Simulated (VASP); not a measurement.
# GaAs (F-43m) in VASP: settings compared, part 2 of 2

VASP 6.6.1.

## Step 3: Relaxation of cell and atoms, r2SCAN

File POSCAR:

```
GaAs
1.0
    0.0000000000      2.8268500000      2.8268500000
    2.8268500000      0.0000000000      2.8268500000
    2.8268500000      2.8268500000      0.0000000000
Ga As
1 1
Direct
    0.0000000000      0.0000000000      0.0000000000
    0.2500000000      0.2500000000      0.2500000000
```

File INCAR.step1:

```
SYSTEM = GaAs
PREC     = Accurate       ! precision mode
ENCUT    = 600            ! plane-wave cutoff, eV
ISMEAR   = 0              ! smearing method
SIGMA    = 0.01           ! smearing width, eV
LREAL    = .False.        ! projectors in reciprocal space
LASPH    = .True.         ! aspherical terms in the spheres
NELM     = 60             ! most SCF steps
GGA      = PE             ! functional
ALGO     = Normal         ! electronic algorithm
EDIFF    = 1E-4           ! SCF threshold, eV
LWAVE    = .True.         ! write WAVECAR
LCHARG   = .False.        ! write CHGCAR
```

File INCAR.step2:

```
SYSTEM = GaAs
PREC     = Accurate       ! precision mode
ENCUT    = 600            ! plane-wave cutoff, eV
EDIFF    = 1E-6           ! SCF threshold, eV
ISMEAR   = 0              ! smearing method
SIGMA    = 0.01           ! smearing width, eV
LREAL    = .False.        ! projectors in reciprocal space
LASPH    = .True.         ! aspherical terms in the spheres
NELM     = 60             ! most SCF steps
ALGO     = Normal         ! electronic algorithm
ISIF     = 3              ! what is computed and relaxed
LWAVE    = .False.        ! write WAVECAR
LCHARG   = .False.        ! write CHGCAR
METAGGA  = R2SCAN         ! meta-GGA
LMIXTAU  = .True.       
IBRION   = 2              ! ionic algorithm
NSW      = 80             ! ionic steps
EDIFFG   = -0.01          ! ionic threshold
ISTART   = 1
```

File KPOINTS:

```
Automatic mesh
0
Gamma
  6 6 6
  0 0 0
```

Potentials or basis: VASP PAW PBE potentials, release 64 (Ga_d, As).

On the command line:

```bash
> cat potpaw_PBE.64/Ga_d/POTCAR potpaw_PBE.64/As/POTCAR > POTCAR
> cp INCAR.step1 INCAR
> mpirun -np 1 vasp_std > vasp.out
> cp INCAR.step2 INCAR
> mpirun -np 1 vasp_std > vasp.out
```

OUTCAR:

```text
SYSTEM = GaAs
   PREC = Accurate
   ENCUT = 600
   EDIFF = 1E-6
   ISMEAR = 0
   LREAL = .False.
   LASPH = .True.
   NELM = 60
   ISIF = 3
   METAGGA = R2SCAN
   IBRION = 2
   NSW = 80
   EDIFFG = -0.01
   ISTART = 1

 ion  position               nearest neighbor table
   1  0.000  0.000  0.000-   2 2.45   2 2.45   2 2.45   2 2.45
   2  0.250  0.250  0.250-   1 2.45   1 2.45   1 2.45   1 2.45

  LATTYP: Found a face centered cubic cell.
 ALAT       =     5.6537000000

  Lattice vectors:

 A1 = (   0.0000000000,   2.8268500000,   2.8268500000)
 A2 = (   2.8268500000,   0.0000000000,   2.8268500000)
 A3 = (   2.8268500000,   2.8268500000,   0.0000000000)

Analysis of symmetry for initial positions (statically):
=====================================================================
 Subroutine PRICEL returns:
 Original cell was already a primitive cell.

 Routine SETGRP: Setting up the symmetry group for a
 face centered cubic supercell.

 Subroutine GETGRP returns: Found 24 space group operations
 (whereof 24 operations were pure point group operations)
 out of a pool of 48 trial point group operations.

The static configuration has the point symmetry T_d .

Analysis of symmetry for dynamics (positions and initial velocities):
=====================================================================
 Subroutine PRICEL returns:
 Original cell was already a primitive cell.

 Routine SETGRP: Setting up the symmetry group for a
 face centered cubic supercell.

 Subroutine GETGRP returns: Found 24 space group operations
 (whereof 24 operations were pure point group operations)
 out of a pool of 48 trial point group operations.

The dynamic configuration has the point symmetry T_d .

 Subroutine INISYM returns: Found 24 space group operations
 (whereof 24 operations are pure point group operations),
 and found     1 'primitive' translations

----------------------------------------------------------------------------------------

                                     Primitive cell

  volume of cell :      45.1792

  direct lattice vectors                    reciprocal lattice vectors
     0.000000000  2.826850000  2.826850000    -0.176875321  0.176875321  0.176875321
     2.826850000  0.000000000  2.826850000     0.176875321 -0.176875321  0.176875321
     2.826850000  2.826850000  0.000000000     0.176875321  0.176875321 -0.176875321

  length of vectors
     3.997769609  3.997769609  3.997769609     0.306357042  0.306357042  0.306357042

  position of ions in fractional coordinates (direct lattice)
     0.000000000  0.000000000  0.000000000
     0.250000000  0.250000000  0.250000000

  ion indices of the primitive-cell ions
   primitive index   ion index
                 1           1
                 2           2

----------------------------------------------------------------------------------------

 KPOINTS: Automatic mesh

Automatic generation of k-mesh.
 Grid dimensions read from file:
 generate k-points for:    6    6    6

 Generating k-lattice:

  Cartesian coordinates                     Fractional coordinates (reciprocal lattice)
    -0.029479220  0.029479220  0.029479220     0.166666667  0.000000000  0.000000000
     0.029479220 -0.029479220  0.029479220     0.000000000  0.166666667  0.000000000
     0.029479220  0.029479220 -0.029479220     0.000000000  0.000000000  0.166666667

  Length of vectors
     0.051059507  0.051059507  0.051059507

  Shift w.r.t. Gamma in fractional coordinates (k-lattice)
     0.000000000  0.000000000  0.000000000

 Subroutine IBZKPT returns following result:
 ===========================================

 Found     16 irreducible k-points:

 Following reciprocal coordinates:
            Coordinates               Weight
  0.000000  0.000000  0.000000      1.000000
  0.166667  0.000000  0.000000      8.000000
  0.333333  0.000000  0.000000      8.000000
  0.500000  0.000000  0.000000      4.000000
  0.166667  0.166667  0.000000      6.000000
  0.333333  0.166667  0.000000     24.000000
[... 8 lines left out ...]
 -0.333333  0.333333  0.166667     24.000000
 -0.333333  0.500000  0.166667     12.000000
   k-points           NKPTS =     16   k-points in BZ     NKDIM =     16   number of bands    NBANDS=     13
   number of dos      NEDOS =    301   number of ions     NIONS =      2
   total plane-waves  NPLWV =  32768
   dimension x,y,z NGX =    32 NGY =   32 NGZ =   32
   dimension x,y,z NGXF=    64 NGYF=   64 NGZF=   64
   ions per type =               1   1
   NGX,Y,Z   is equivalent  to a cutoff of  13.31, 13.31, 13.31 a.u.
   NGXF,Y,Z  is equivalent  to a cutoff of  26.61, 26.61, 26.61 a.u.
 SYSTEM =  GaAs
   PREC   = accura    normal or accurate (medium, high low for compatibility)
   ISTART =      1    job   : 0-new  1-cont  2-samecut
   ICHARG =      0    charge: 1-file 2-atom 10-const
   ISPIN  =      1    spin polarized calculation?
   LNONCOLLINEAR =      F non collinear calculations
   LSORBIT =      F    spin-orbit coupling
   LASPH  =      T    aspherical Exc in radial PAW
   ENCUT  =  600.0 eV  44.10 Ry    6.64 a.u.   7.98  7.98  7.98*2*pi/ulx,y,z
   NELM   =     60;   NELMIN=  2; NELMDL=  0     # of ELM steps
   EDIFF  = 0.1E-05   stopping-criterion for ELM
   LREAL  =      F    real-space projection
   EDIFFG = -.1E-01   stopping-criterion for IOM
   NSW    =     80    number of steps for IOM
   IBRION =      2    ionic relax: 0-MD 1-quasi-New 2-CG
   NFREE  =      1    steps in history (QN), initial steepest desc. (CG)
   ISIF   =      3    stress and relaxation
   ISYM   =      2    0-nonsym 1-usesym 2-fastsym
   POTIM  = 0.5000    time-step for ionic-motion
   TEBEG  =    0.0;   TEEND  =   0.0 temperature during run
   PSTRESS=    0.0 pullay stress
   NELECT =      18.0000    total number of electrons
   NUPDOWN=      -1.0000    fix difference up-down
   EMIN   =  10.00;   EMAX   =-10.00  energy-range for DOS
   EFERMI =   0.00;   METHOD = LEGACY
   ISMEAR =     0;   SIGMA  =   0.01  broadening in eV -4-tet -1-fermi 0-gaus
   EFERMI_NEDOS =   21; number of points for ismear=-14 and -15
   IALGO  =     38    algorithm
   IMIX   =      4    mixing-type and parameters
     AMIX     =   0.40;   BMIX     =  1.00
     AMIX_MAG =   1.60;   BMIX_MAG =  1.00
  volume/ion in A,a.u.               =      22.59       152.44
  Fermi-wavevector in a.u.,A,eV,Ry     =   1.204628  2.276417 19.743799  1.451128
  Thomas-Fermi vector in A             =   2.340347
   LORBIT       =      0    0 simple, 1 ext, 2 COOP (PROOUT), +10 PAW based schemes
   METAGGA = R2SCAN    functional components
   LHFCALC =     F    Hartree Fock is set to
   AEXX    =    0.0000 exact exchange contribution
   IVDW    =     0    specifies the selected vdW correction
   LEPSILON=     F    determine dielectric tensor
   LRPA    =     F    only Hartree local field effects (RPA)
 conjugate gradient relaxation of ions
 non-spin polarized calculation
 Gauss-broadening in eV      SIGMA  =   0.01
  energy-cutoff  :      600.00
  volume of cell :       45.18
 maximum number of plane-waves:      1527
   NGX = 15   NGY = 15   NGZ = 15

--------------------------------------- Ionic step        1  -------------------------------------------

 number of electron      18.0000011 magnetization

 Free energy of the ion-electron system (eV)
  ---------------------------------------------------
  ext. energy  EPLUGINS =         0.00000000
  ---------------------------------------------------
  free energy    TOTEN  =       -27.03636125 eV

  energy without entropy =      -27.03636125  energy(sigma->0) =      -27.03636125

------------------------ aborting loop because EDIFF is reached ----------------------------------------

  FORCE on cell =-STRESS in cart. coord.  units (eV):
  Direction    XX          YY          ZZ          XY          YZ          ZX
  --------------------------------------------------------------------------------------
  -------------------------------------------------------------------------------------
  Total        0.1679239      0.1679239      0.1679239      0.0000000      0.0000000     -0.0000000
  in kB        5.9550424      5.9550424      5.9550424      0.0000000      0.0000000     -0.0000000
  external PRESSURE =       5.9550424 kB  Pullay stress =       0.0000000 kB
[... 129 lines left out ...]
  energy  without entropy=      -27.0369067227  energy(sigma->0) =      -27.03690672

--------------------------------------- Ionic step        5  -------------------------------------------

 number of electron      18.0000010 magnetization

 Free energy of the ion-electron system (eV)
  ---------------------------------------------------
  ext. energy  EPLUGINS =         0.00000000
  ---------------------------------------------------
  free energy    TOTEN  =       -27.03692518 eV

  energy without entropy =      -27.03692518  energy(sigma->0) =      -27.03692518

 E-fermi :   3.6547     XC(G=0): -10.2131

 val. band max:        3.6085476544   @ k =   0.0000   0.0000   0.0000
 cond. band min:       4.5382212436   @ k =   0.0000   0.0000   0.0000
 fundamental gap:      0.9296735892
 Fermi energy:         3.6546728327

 k-point     1 :       0.0000    0.0000    0.0000
  band No.  band energies     occupation
      1     -11.6231      2.00000
      2     -11.6231      2.00000
      3     -11.6231      2.00000
      4     -11.5356      2.00000
      5     -11.5356      2.00000
      6      -9.5409      2.00000
      7       3.6085      2.00000
      8       3.6085      2.00000
      9       3.6085      2.00000
     10       4.5382      0.00000
     11       7.6437      0.00000
     12       7.6438      0.00000
     13       7.6438      0.00000
[... 267 lines left out ...]
  FREE ENERGIE OF THE ION-ELECTRON SYSTEM (eV)
  ---------------------------------------------------
  free  energy   TOTEN  =       -27.0369251808 eV

  energy  without entropy=      -27.0369251808  energy(sigma->0) =      -27.03692518

 reached required accuracy - stopping structural energy minimisation
```

Wall time 2.6 min (1 thread of Intel Xeon Platinum 8259CL at 2.50GHz (Skylake/Cascade Lake), shared host); peak memory 0.2 GiB.

What came out:

* Free energy: -27.0369 eV
* Relaxed volume: 22.78 Å³/atom
* Relaxed cell: a = 4.009 Å, b = 4.009 Å, c = 4.009 Å, α = 60.00°, β = 60.00°, γ = 60.00°
* Space group after relaxing (to 0.05 Å): F-43m (No. 216)
* Energy gained by relaxing: 0.3 meV/atom
* Ionic steps: 5
* Pressure after relaxing: -0.1 GPa
* Band gap on the k mesh: 0.93 eV, direct

The path:
```
step  energy change (eV)  largest force (eV/Å)  pressure (GPa)  volume (Å³)
   1              0.0000                0.0000            0.60        45.18
   2             -0.0003                0.0000           -0.31        45.73
   3             -0.0006                0.0000            0.16        45.50
   4             -0.0005                0.0000           -0.10        45.58
   5             -0.0006                0.0000           -0.06        45.55
```

Final structure:
```xyz
2
Lattice="0.0000 2.8346 2.8346 2.8346 0.0000 2.8346 2.8346 2.8346 0.0000" Properties=species:S:1:pos:R:3 pbc="T T T"
Ga    0.0000    0.0000    0.0000
As    1.4173    1.4173    1.4173
```

Caveat: the PAW data sets were made with another functional, which shifts forces and pressure a little.

## Step 4: Relaxation of cell and atoms, r2SCAN+rVV10

POSCAR is that of step 3.

File INCAR.step1:

```
  ALGO = Normal
  EDIFF = 1E-4
  ENCUT = 600
  GGA = PE
  ISMEAR = 0
  LASPH = T
  LCHARG = F
  LREAL = F
  LWAVE = T
  NELM = 80
  PREC = Accurate
  SIGMA = 0.01
```

File INCAR.step2:

```
  ALGO = Normal
  BPARAM = 11.95
  CPARAM = 0.0093
  EDIFF = 1E-7
  EDIFFG = -0.01
  ENCUT = 600
  IBRION = 2
  ISIF = 3
  ISMEAR = 0
  ISTART = 1
  IVDW_NL = 2
  LASPH = T
  LCHARG = F
  LMIXTAU = T
  LREAL = F
  LUSE_VDW = T
  LWAVE = F
  METAGGA = R2SCAN
  NELM = 80
  NSW = 80
  PREC = Accurate
  SIGMA = 0.01
```

File KPOINTS:

```
k-points
0
Gamma
  6 6 6
```

Potentials or basis: VASP PAW PBE potentials, release 64 (Ga_d, As).

On the command line:

```bash
> cat potpaw_PBE.64/Ga_d/POTCAR potpaw_PBE.64/As/POTCAR > POTCAR
> cp INCAR.step1 INCAR
> mpirun -np 1 vasp_std > vasp.out
> cp INCAR.step2 INCAR
> mpirun -np 1 vasp_std > vasp.out
```

OUTCAR:

```text
BPARAM = 11.95
   EDIFF = 1E-7
   EDIFFG = -0.01
   ENCUT = 600
   IBRION = 2
   ISIF = 3
   ISMEAR = 0
   ISTART = 1
   IVDW_NL = 2
   LASPH = T
   LREAL = F
   METAGGA = R2SCAN
   NELM = 80
   NSW = 80
   PREC = Accurate

 ion  position               nearest neighbor table
   1  0.000  0.000  0.000-   2 2.45   2 2.45   2 2.45   2 2.45
   2  0.250  0.250  0.250-   1 2.45   1 2.45   1 2.45   1 2.45

  LATTYP: Found a face centered cubic cell.
 ALAT       =     5.6537000000

  Lattice vectors:

 A1 = (   0.0000000000,   2.8268500000,   2.8268500000)
 A2 = (   2.8268500000,   0.0000000000,   2.8268500000)
 A3 = (   2.8268500000,   2.8268500000,   0.0000000000)

Analysis of symmetry for initial positions (statically):
=====================================================================
 Subroutine PRICEL returns:
 Original cell was already a primitive cell.

 Routine SETGRP: Setting up the symmetry group for a
 face centered cubic supercell.

[... 216 lines left out ...]
      2     -11.5331      2.00000
      3     -11.5331      2.00000
      4     -11.4423      2.00000
      5     -11.4423      2.00000
      6      -9.5354      2.00000
      7       3.7044      2.00000
      8       3.7044      2.00000
      9       3.7044      2.00000
     10       4.7082      0.00000
     11       7.7265      0.00000
     12       7.7266      0.00000
     13       7.7266      0.00000
[... 226 lines left out ...]
  band No.  band energies     occupation
      1     -11.6468      2.00000
      2     -11.4935      2.00000
      3     -11.4835      2.00000
      4     -11.4589      2.00000
      5     -11.4345      2.00000
      6      -6.8387      2.00000
      7      -3.1691      2.00000
      8       0.2245      2.00000
      9       0.3781      2.00000
     10       7.2628      0.00000
     11       7.4795      0.00000
     12      11.3243      0.00000
     13      11.6046      0.00000

------------------------ aborting loop because EDIFF is reached ----------------------------------------

  FORCE on cell =-STRESS in cart. coord.  units (eV):
  Direction    XX          YY          ZZ          XY          YZ          ZX
  --------------------------------------------------------------------------------------
  -------------------------------------------------------------------------------------
  Total        0.0199927      0.0199927      0.0199927      0.0000000      0.0000000      0.0000000
  in kB        0.7110017      0.7110017      0.7110017      0.0000000      0.0000000      0.0000000
  external PRESSURE =       0.7110017 kB  Pullay stress =       0.0000000 kB

 VOLUME and BASIS-vectors are now :
 -----------------------------------------------------------------------------
  energy-cutoff  :      600.00
  volume of cell :       45.05
      direct lattice vectors                 reciprocal lattice vectors
    -0.000000000  2.824191165  2.824191165    -0.177041840  0.177041840  0.177041840
     2.824191165  0.000000000  2.824191165     0.177041840 -0.177041840  0.177041840
     2.824191165  2.824191165  0.000000000     0.177041840  0.177041840 -0.177041840

 POSITION                                       TOTAL-FORCE (eV/Angst)
 -----------------------------------------------------------------------------------
      2.82419      0.00000      2.82419        -0.000000     -0.000000      0.000000
      1.41210      1.41210      1.41210         0.000000      0.000000     -0.000000
 -----------------------------------------------------------------------------------
    total drift:                                0.000009      0.000009      0.000009

  FREE ENERGIE OF THE ION-ELECTRON SYSTEM (eV)
  ---------------------------------------------------
  free  energy   TOTEN  =       -26.4848155573 eV

  energy  without entropy=      -26.4848155573  energy(sigma->0) =      -26.48481556

 reached required accuracy - stopping structural energy minimisation
```

Wall time 4.8 min (1 thread of Intel Xeon Platinum 8259CL at 2.50GHz (Skylake/Cascade Lake), shared host); peak memory 0.32 GiB.

Results:

* Free energy: -26.4848 eV
* Relaxed volume: 22.53 Å³/atom
* Relaxed cell: a = 3.994 Å, b = 3.994 Å, c = 3.994 Å, α = 60.00°, β = 60.00°, γ = 60.00°
* Space group after relaxing (to 0.05 Å): F-43m (No. 216)
* Energy gained by relaxing: 0.0 meV/atom
* Ionic steps: 2
* Pressure after relaxing: 0.1 GPa
* Band gap on the k mesh: 1.00 eV, direct

Final structure:
```
Ga As
1.0
     0.00000    2.82419    2.82419
     2.82419    0.00000    2.82419
     2.82419    2.82419    0.00000
Ga As
1 1
Direct
  0.00000 0.00000 0.00000
  0.25000 0.25000 0.25000
```

Caveat: the PAW data sets were made with another functional, which shifts forces and pressure a little.

## Step 5: Overview

```csv
level,gap on the mesh (eV),pressure (GPa),relaxed volume (Å³/atom)
revPBE+D3(BJ),0.61,0.0,-
r2SCAN,0.93,-0.1,22.78
r2SCAN+rVV10,1.00,0.1,22.53
```

Alike in all rows: task relaxation of cell and atoms; potentials or basis VASP PAW PBE potentials, release 64 (Ga_d, As); no spin polarisation; cell relaxed; k mesh 6 × 6 × 6; cutoff (eV) 600; smearing gaussian 0.01 eV.

Caveats: the PAW data sets were made with another functional, which shifts forces and pressure a little; the relaxation stopped at its first step, so nothing moved (some runs).

Absolute energies hang on the potentials; compare differences alone.
